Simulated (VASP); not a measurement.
Here is a VASP 6.6.1 calculation.

The input INCAR:

```
SYSTEM = Si2W
ALGO     = Normal         ! electronic algorithm
EDIFF    = 1E-6           ! SCF threshold, eV
ENCUT    = 520            ! plane-wave cutoff, eV
GGA      = PE             ! functional
ISIF     = 2              ! what is computed and relaxed
ISMEAR   = 0              ! smearing method
LASPH    = .True.         ! aspherical terms in the spheres
LCHARG   = .False.        ! write CHGCAR
LREAL    = .False.        ! projectors in reciprocal space
LWAVE    = .False.        ! write WAVECAR
NBANDS   = 18             ! bands
NELM     = 100            ! most SCF steps
PREC     = Accurate       ! precision mode
SIGMA    = 0.05           ! smearing width, eV
```

Contents of KPOINTS:

```
k-points
0
Gamma
  8 8 8
  0 0 0
```

POSCAR

```
Si2W
1.0
   -1.6151889914      1.6151889914      3.9311593246
    1.6151889914     -1.6151889914      3.9311593246
    1.6151889914      1.6151889914     -3.9311593246
Si W
2 1
Direct
    0.3348115378      0.3348115378      0.0000000000
    0.6651884622      0.6651884622      0.0000000000
    0.0000000000      0.0000000000      0.0000000000
```

Potentials or basis: VASP PAW PBE potentials, release 64 (Si, W_sv).

Run with:

```console
$ cat potpaw_PBE.64/Si/POTCAR potpaw_PBE.64/W_sv/POTCAR > POTCAR
$ mpirun -np 1 vasp_std > vasp.out
```

Task: Predict the pressure.

Result: 0.1 GPa.

Task: What does it give for the band gap on the k mesh?

Result: Zero (bands 11 and 12 overlap by 1.17 eV).

Stress tensor (GPa, compression positive):
```
0.10 0.00 0.00
0.00 0.10 0.00
0.00 0.00 0.01
```

Caveat: spin-orbit coupling is left out, which moves the levels of the heavy elements.
